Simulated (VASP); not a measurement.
# CuAu (R-3m) in VASP: further runs

CuAu is run at these levels: PBEsol; tasks: single point, relaxation of cell and atoms.

All numbers are computed with VASP 6.6.1; they aren't measurements. Logs are shortened: lines on timing, memory, paths and dates and some standing lists are left out, and cuts for length are marked.

**1. The cell of the first run**

It takes space group R-3m (No. 166, trigonal). Conventional cell: a = 2.769 Å, b = 2.769 Å, c = 12.726 Å, α = 90.00°, β = 90.00°, γ = 120.00°. Au (site symmetry -3m) has 6 Cu at 2.66 Å and 6 Au at 2.77 Å within 3.5 Å. Within 3.5 Å of Cu (site symmetry -3m) lie 6 Au at 2.66 Å and 6 Cu at 2.77 Å.

**2. Single point, PBEsol**

File INCAR:

```
SYSTEM = CuAu
PREC = Accurate
ENCUT = 520
EDIFF = 1E-6
ISMEAR = -1
SIGMA = 0.05
LREAL = .FALSE.
LASPH = .TRUE.
NELM = 80
ALGO = Normal
ISIF = 2
LWAVE = .FALSE.
LCHARG = .FALSE.
GGA = PS
NBANDS = 18
```

File KPOINTS:

```
regular mesh
0
G
  11 11 11
  0 0 0
```

File POSCAR:

```
CuAu
1.0
    1.3846892927      0.7994507359      4.2420255221
   -1.3846892927      0.7994507359      4.2420255221
    0.0000000000     -1.5989014717      4.2420255221
Au Cu
1 1
Direct
    0.0000000000      0.0000000000      0.0000000000
    0.5000000000      0.5000000000      0.5000000000
```

Potentials or basis: VASP PAW PBE potentials, release 64 (Au, Cu).

Started as:

```bash
$ cat potpaw_PBE.64/Au/POTCAR potpaw_PBE.64/Cu/POTCAR > POTCAR
$ mpirun -np 1 vasp_std > vasp.out
```

OUTCAR:

```text
SYSTEM = CuAu
   PREC = Accurate
   ENCUT = 520
   EDIFF = 1E-6
   ISMEAR = -1
   LREAL = .FALSE.
   LASPH = .TRUE.
   NELM = 80
   ISIF = 2
   GGA = PS

 ion  position               nearest neighbor table
   1  0.000  0.000  0.000-   2 2.66   2 2.66   2 2.66   2 2.66   2 2.66   2 2.66
   2  0.500  0.500  0.500-   1 2.66   1 2.66   1 2.66   1 2.66   1 2.66   1 2.66

  LATTYP: Found a trigonal (rhomboedric) cell.
 ALAT       =     4.5333504659
 COS(alpha) =     0.8134066879

  Lattice vectors:

 A1 = (   1.3846892927,   0.7994507359,   4.2420255221)
 A2 = (  -1.3846892927,   0.7994507359,   4.2420255221)
 A3 = (   0.0000000000,  -1.5989014717,   4.2420255221)

Analysis of symmetry for initial positions (statically):
=====================================================================
 Subroutine PRICEL returns:
 Original cell was already a primitive cell.

 Routine SETGRP: Setting up the symmetry group for a
 trigonal (rhombohedral) supercell.

 Subroutine GETGRP returns: Found 12 space group operations
 (whereof 12 operations were pure point group operations)
 out of a pool of 12 trial point group operations.

The static configuration has the point symmetry D_3d.

Analysis of symmetry for dynamics (positions and initial velocities):
=====================================================================
 Subroutine PRICEL returns:
 Original cell was already a primitive cell.

 Routine SETGRP: Setting up the symmetry group for a
 trigonal (rhombohedral) supercell.

 Subroutine GETGRP returns: Found 12 space group operations
 (whereof 12 operations were pure point group operations)
 out of a pool of 12 trial point group operations.

The dynamic configuration has the point symmetry D_3d.

 Subroutine INISYM returns: Found 12 space group operations
 (whereof 12 operations are pure point group operations),
 and found     1 'primitive' translations

----------------------------------------------------------------------------------------

                                     Primitive cell

  volume of cell :      28.1753

  direct lattice vectors                    reciprocal lattice vectors
[... 79 lines left out ...]
   ISTART =      0    job   : 0-new  1-cont  2-samecut
   ICHARG =      2    charge: 1-file 2-atom 10-const
   ISPIN  =      1    spin polarized calculation?
   LNONCOLLINEAR =      F non collinear calculations
   LSORBIT =      F    spin-orbit coupling
   LASPH  =      T    aspherical Exc in radial PAW
   ENCUT  =  520.0 eV  38.22 Ry    6.18 a.u.   8.43  8.43  8.43*2*pi/ulx,y,z
   NELM   =     80;   NELMIN=  2; NELMDL= -5     # of ELM steps
   EDIFF  = 0.1E-05   stopping-criterion for ELM
   LREAL  =      F    real-space projection
   EDIFFG = 0.1E-04   stopping-criterion for IOM
   NSW    =      0    number of steps for IOM
   IBRION =     -1    ionic relax: 0-MD 1-quasi-New 2-CG
   NFREE  =      0    steps in history (QN), initial steepest desc. (CG)
   ISIF   =      2    stress and relaxation
   ISYM   =      2    0-nonsym 1-usesym 2-fastsym
   POTIM  = 0.5000    time-step for ionic-motion
   TEBEG  =    0.0;   TEEND  =   0.0 temperature during run
   PSTRESS=    0.0 pullay stress
   NELECT =      22.0000    total number of electrons
   NUPDOWN=      -1.0000    fix difference up-down
   EMIN   =  10.00;   EMAX   =-10.00  energy-range for DOS
   EFERMI =   0.00;   METHOD = LEGACY
   ISMEAR =    -1;   SIGMA  =   0.05  broadening in eV -4-tet -1-fermi 0-gaus
   EFERMI_NEDOS =   21; number of points for ismear=-14 and -15
   IALGO  =     38    algorithm
   IMIX   =      4    mixing-type and parameters
     AMIX     =   0.40;   BMIX     =  1.00
     AMIX_MAG =   1.60;   BMIX_MAG =  1.00
  volume/ion in A,a.u.               =      14.09        95.07
  Fermi-wavevector in a.u.,A,eV,Ry     =   1.507508  2.848776 30.920320  2.272579
  Thomas-Fermi vector in A             =   2.618085
   LORBIT       =      0    0 simple, 1 ext, 2 COOP (PROOUT), +10 PAW based schemes
   GGA     = PS    functional components
   LHFCALC =     F    Hartree Fock is set to
   AEXX    =    0.0000 exact exchange contribution
   IVDW    =     0    specifies the selected vdW correction
   LEPSILON=     F    determine dielectric tensor
   LRPA    =     F    only Hartree local field effects (RPA)
 non-spin polarized calculation
  energy-cutoff  :      520.00
  volume of cell :       28.18
 maximum number of plane-waves:       771
 NGX is ok and might be reduce to    36
   NGX = 17   NGY = 17   NGZ = 17

 number of electron      22.0000000 magnetization

 Free energy of the ion-electron system (eV)
  ---------------------------------------------------
  ext. energy  EPLUGINS =         0.00000000
  ---------------------------------------------------
  free energy    TOTEN  =        -8.19245646 eV

  energy without entropy =       -8.18795450  energy(sigma->0) =       -8.19020548

 E-fermi :   9.1426     XC(G=0): -13.0149

 val. band max:        9.1412858536   @ k =   0.3636   0.3636   0.0909
 cond. band min:       9.2079474827   @ k =   0.0909   0.0909   0.0000
 fundamental gap:      0.0666616291
 Fermi energy:         9.1426450304

 k-point     1 :       0.0000    0.0000    0.0000
  band No.  band energies     occupation
      1      -1.2016      2.00000
      2       1.9315      2.00000
      3       3.9123      2.00000
      4       3.9123      2.00000
      5       5.2297      2.00000
      6       5.2297      2.00000
[... 481 lines left out ...]
      5       4.7376      2.00000
      6       5.9439      2.00000
[... 10 lines left out ...]
     17      22.4719      0.00000
     18      29.4872      0.00000

 [... further k-points ...]

------------------------ aborting loop because EDIFF is reached ----------------------------------------

  FORCE on cell =-STRESS in cart. coord.  units (eV):
  Direction    XX          YY          ZZ          XY          YZ          ZX
  --------------------------------------------------------------------------------------
  -------------------------------------------------------------------------------------
  Total        0.8606310      0.8606310      0.9003142      0.0000000      0.0000000      0.0000000
  in kB       48.9394424     48.9394424     51.1960114      0.0000000      0.0000000      0.0000000
  external PRESSURE =      49.6916321 kB  Pullay stress =       0.0000000 kB

 VOLUME and BASIS-vectors are now :
 -----------------------------------------------------------------------------
  energy-cutoff  :      520.00
  volume of cell :       28.18
      direct lattice vectors                 reciprocal lattice vectors
     1.384689293  0.799450736  4.242025522     0.361091837  0.208476469  0.078578814
    -1.384689293  0.799450736  4.242025522    -0.361091837  0.208476469  0.078578814
     0.000000000 -1.598901472  4.242025522     0.000000000 -0.416952938  0.078578814

 POSITION                                       TOTAL-FORCE (eV/Angst)
 -----------------------------------------------------------------------------------
      0.00000      0.00000      0.00000         0.000000      0.000000      0.000000
      0.00000      0.00000      6.36304         0.000000     -0.000000     -0.000000
 -----------------------------------------------------------------------------------
    total drift:                                0.000000     -0.000000      0.000000

  FREE ENERGIE OF THE ION-ELECTRON SYSTEM (eV)
  ---------------------------------------------------
  free  energy   TOTEN  =        -8.1924564629 eV

  energy  without entropy=       -8.1879544998  energy(sigma->0) =       -8.19020548
```

It took 51 s on 1 thread of Intel Xeon 6975P-C (Granite Rapids), shared host; peak memory 0.26 GiB.

Results:

```
Free energy            : -8.1925 eV
Pressure               : 5.0 GPa
Band gap on the k mesh : zero (band 11 reaches 11.33 eV, above the bottom of band 12 at 6.87 eV)
```

Stress tensor (GPa, compression positive):
```
4.89 0.00 0.00
0.00 4.89 0.00
0.00 0.00 5.12
```

Caveat: the PAW data sets were made with another functional, which shifts forces and pressure a little; spin-orbit coupling is left out, which moves the levels of the heavy elements.

**3. Single point, PBEsol**

This run uses another cell than the first one, of 14.48 Å³/atom, 1.028 times its volume.

File INCAR:

```
  PREC = Accurate
  ENCUT = 520
  EDIFF = 1E-6
  ISMEAR = -1
  SIGMA = 0.05
  LREAL = F
  LASPH = T
  NELM = 100
  ALGO = Normal
  ISIF = 2
  LWAVE = F
  LCHARG = F
  GGA = PS
  NBANDS = 18
```

File KPOINTS:

```
Automatic mesh
0
Gamma
  11 11 11
```

File POSCAR:

```
CuAu
1.0
    1.3969881145      0.8065514639      4.2841068912
   -1.3969881145      0.8065514639      4.2841068912
    0.0000000000     -1.6131029279      4.2841068912
Au Cu
1 1
Direct
    0.0000000000      0.0000000000      0.0000000000
    0.5000000000      0.5000000000      0.5000000000
```

Potentials or basis: VASP PAW PBE potentials, release 64 (Au, Cu).

Started as:

```bash
$ cat potpaw_PBE.64/Au/POTCAR potpaw_PBE.64/Cu/POTCAR > POTCAR
$ mpirun -np 1 vasp_std > vasp.out
```

OUTCAR:

```text
PREC = Accurate
   ENCUT = 520
   EDIFF = 1E-6
   ISMEAR = -1
   LREAL = F
   LASPH = T
   NELM = 100
   ISIF = 2
   GGA = PS

 ion  position               nearest neighbor table
   1  0.000  0.000  0.000-   2 2.68   2 2.68   2 2.68   2 2.68   2 2.68   2 2.68
   2  0.500  0.500  0.500-   1 2.68   1 2.68   1 2.68   1 2.68   1 2.68   1 2.68

  LATTYP: Found a trigonal (rhomboedric) cell.
 ALAT       =     4.5777366581
 COS(alpha) =     0.8137424839

  Lattice vectors:

 A1 = (   1.3969881145,   0.8065514639,   4.2841068912)
 A2 = (  -1.3969881145,   0.8065514639,   4.2841068912)
 A3 = (   0.0000000000,  -1.6131029279,   4.2841068912)

Analysis of symmetry for initial positions (statically):
=====================================================================
 Subroutine PRICEL returns:
 Original cell was already a primitive cell.

 Routine SETGRP: Setting up the symmetry group for a
 trigonal (rhombohedral) supercell.

 Subroutine GETGRP returns: Found 12 space group operations
 (whereof 12 operations were pure point group operations)
 out of a pool of 12 trial point group operations.
[... 159 lines left out ...]
  free energy    TOTEN  =        -8.20537414 eV

  energy without entropy =       -8.20094973  energy(sigma->0) =       -8.20316193

 E-fermi :   8.7216     XC(G=0): -12.8529

 val. band max:        8.7162774068   @ k =   0.3636   0.3636   0.0909
 cond. band min:       8.7222743720   @ k =   0.4545   0.4545   0.0909
 fundamental gap:      0.0059969652
 Fermi energy:         8.7215766026

 k-point     1 :       0.0000    0.0000    0.0000
  band No.  band energies     occupation
      1      -1.3500      2.00000
      2       1.7354      2.00000
      3       3.6466      2.00000
      4       3.6466      2.00000
      5       4.9170      2.00000
      6       4.9170      2.00000
[... 481 lines left out ...]
      5       4.4428      2.00000
      6       5.6332      2.00000
[... 10 lines left out ...]
     17      21.8140      0.00000
     18      28.8729      0.00000

 [... further k-points ...]

------------------------ aborting loop because EDIFF is reached ----------------------------------------

  FORCE on cell =-STRESS in cart. coord.  units (eV):
  Direction    XX          YY          ZZ          XY          YZ          ZX
  --------------------------------------------------------------------------------------
  -------------------------------------------------------------------------------------
  Total       -0.0086260     -0.0086260      0.0259681      0.0000000     -0.0000000      0.0000000
  in kB       -0.4771823     -0.4771823      1.4365317      0.0000000     -0.0000000      0.0000000
  external PRESSURE =       0.1607224 kB  Pullay stress =       0.0000000 kB

 VOLUME and BASIS-vectors are now :
 -----------------------------------------------------------------------------
  energy-cutoff  :      520.00
  volume of cell :       28.96
      direct lattice vectors                 reciprocal lattice vectors
     1.396988115  0.806551464  4.284106891     0.357912852  0.206641081  0.077806960
    -1.396988115  0.806551464  4.284106891    -0.357912852  0.206641081  0.077806960
     0.000000000 -1.613102928  4.284106891     0.000000000 -0.413282163  0.077806960

 POSITION                                       TOTAL-FORCE (eV/Angst)
 -----------------------------------------------------------------------------------
      0.00000      0.00000      0.00000         0.000000     -0.000000     -0.000000
      0.00000     -0.00000      6.42616         0.000000      0.000000      0.000000
 -----------------------------------------------------------------------------------
    total drift:                                0.000000     -0.000000      0.000000

  FREE ENERGIE OF THE ION-ELECTRON SYSTEM (eV)
  ---------------------------------------------------
  free  energy   TOTEN  =        -8.2053741364 eV

  energy  without entropy=       -8.2009497319  energy(sigma->0) =       -8.20316193
```

stdout:

```text
POSCAR found type information on POSCAR AuCu
 POSCAR found :  2 types and       2 ions
 scaLAPACK will be used
 -----------------------------------------------------------------------------
|                                                                             |
|                                                                             |
|     You enforced a specific xc type in the INCAR file but a different       |
|     I HOPE YOU KNOW WHAT YOU ARE DOING!                                     |
|                                                                             |
 -----------------------------------------------------------------------------

 LDA part: xc-table for (Slater+PW92), standard interpolation
 POSCAR, INCAR and KPOINTS ok, starting setup
 FFT: planning ... GRIDC
 FFT: planning ... GRID_SOFT
 FFT: planning ... GRID
 WAVECAR not read
 entering main loop
```

Wall time 53 s (1 thread of Intel Xeon 6975P-C (Granite Rapids), shared host); peak memory 0.26 GiB.

Results:

| Quantity | Value |
| --- | --- |
| Free energy | -8.2054 eV |
| Pressure | 0.0 GPa |
| Band gap on the k mesh | zero (band 11 reaches 10.90 eV, above the bottom of band 12 at 6.52 eV) |

Caveat: the PAW data sets were made with another functional, which shifts forces and pressure a little; spin-orbit coupling is left out, which moves the levels of the heavy elements.

**4. Relaxation of cell and atoms, PBEsol**

This run uses another cell than the first one, of 15.35 Å³/atom, 1.090 times its volume.

File INCAR:

```
SYSTEM = CuAu
ALGO = Normal
EDIFF = 1E-6
EDIFFG = -0.02
ENCUT = 600
GGA = PS
IBRION = 2
ISIF = 3
ISMEAR = -1
LASPH = .TRUE.
LCHARG = .FALSE.
LREAL = .FALSE.
LWAVE = .FALSE.
NELM = 60
NSW = 80
PREC = Accurate
SIGMA = 0.05
```

File KPOINTS:

```
k-points
0
G
  11 11 11
  0 0 0
```

File POSCAR:

```
CuAu
1.0
    1.4430568479      0.8331492596      4.2561707609
   -1.4430568479      0.8331492596      4.2561707609
    0.0000000000     -1.6662985192      4.2561707609
Au Cu
1 1
Direct
    0.0000000000      0.0000000000      0.0000000000
    0.5000000000      0.5000000000      0.5000000000
```

Started as:

```bash
$ cat potpaw_PBE.64/Au/POTCAR potpaw_PBE.64/Cu/POTCAR > POTCAR
$ mpirun -np 1 vasp_std > vasp.out
```

Wall time 9.2 min (1 thread of Intel Xeon 6975P-C (Granite Rapids), shared host); peak memory 0.35 GiB.

Results (log left out):

```yaml
Free_energy: -8.2058 eV
Relaxed_volume: 14.49 Å³/atom
Relaxed_cell: a = 4.583 Å, b = 4.583 Å, c = 4.583 Å, α = 35.48°, β = 35.48°, γ = 35.48°
Space_group_after_relaxing_to_0.05_Å: R-3m (No. 166)
Energy_gained_by_relaxing: 26.6 meV/atom
Ionic_steps: 11
Pressure_after_relaxing: 0.0 GPa
Band_gap_on_the_k_mesh: zero (band 11 reaches 10.90 eV, above the bottom of band 12 at 6.52 eV)
```

The path:
| step | energy change (eV) | largest force (eV/Å) | pressure (GPa) | volume (Å³) |
| --- | --- | --- | --- | --- |
| 1 | 0.0000 | 0.0000 | -8.02 | 30.70 |
| 2 | 0.0050 | 0.0000 | 10.54 | 27.41 |
| 3 | -0.0453 | 0.0000 | -0.14 | 29.04 |
| 4 | -0.0453 | 0.0000 | 0.10 | 28.99 |
| 5 | -0.0489 | 0.0000 | 0.05 | 28.97 |
| 6 | -0.0523 | 0.0000 | 0.77 | 28.87 |
| 7 | -0.0530 | 0.0000 | 0.59 | 28.91 |
| 8 | -0.0531 | 0.0000 | 0.48 | 28.90 |
| 9 | -0.0531 | 0.0000 | 0.57 | 28.90 |
| 10 | -0.0526 | 0.0000 | -0.92 | 29.17 |
| 11 | -0.0532 | 0.0000 | 0.02 | 28.98 |

Final structure:
```
CELL_PARAMETERS angstrom
1.39647 0.80625 4.29008
-1.39647 0.80625 4.29008
0.00000 -1.61251 4.29008
ATOMIC_POSITIONS crystal
Au 0.00000 0.00000 0.00000
Cu 0.50000 0.50000 0.50000
```

Levels at points of the mesh, in eV from the Fermi level:
```
           k point  band 7  band 8  band 9  band 10  band 11  band 12  band 13  band 14  band 15
(0.00, 0.00, 0.00)   -3.01   -2.33   -2.33    -1.67    -1.67    -0.70     4.27    14.77    17.12
```

Caveat: the PAW data sets were made with another functional, which shifts forces and pressure a little; spin-orbit coupling is left out, which moves the levels of the heavy elements.

**5. Summary**

| task | cell | cutoff (eV) | gap on the mesh (eV) | pressure (GPa) |
| --- | --- | --- | --- | --- |
| single point | a = 4.533 Å, angles 35.6°, 2 atoms | 520 | none | 5.0 |
| single point | a = 4.578 Å, angles 35.5°, 2 atoms | 520 | none | 0.0 |
| relaxation of cell and atoms | relaxed from a = 4.571 Å, angles 36.8°, 2 atoms | 600 | none | 0.0 |

Alike in all rows: level PBEsol; potentials or basis VASP PAW PBE potentials, release 64 (Au, Cu); no spin polarisation; k mesh 11 × 11 × 11; smearing fermi-dirac 0.05 eV.

Caveats: the PAW data sets were made with another functional, which shifts forces and pressure a little; spin-orbit coupling is left out, which moves the levels of the heavy elements.

Absolute energies hang on the potentials; compare differences alone.
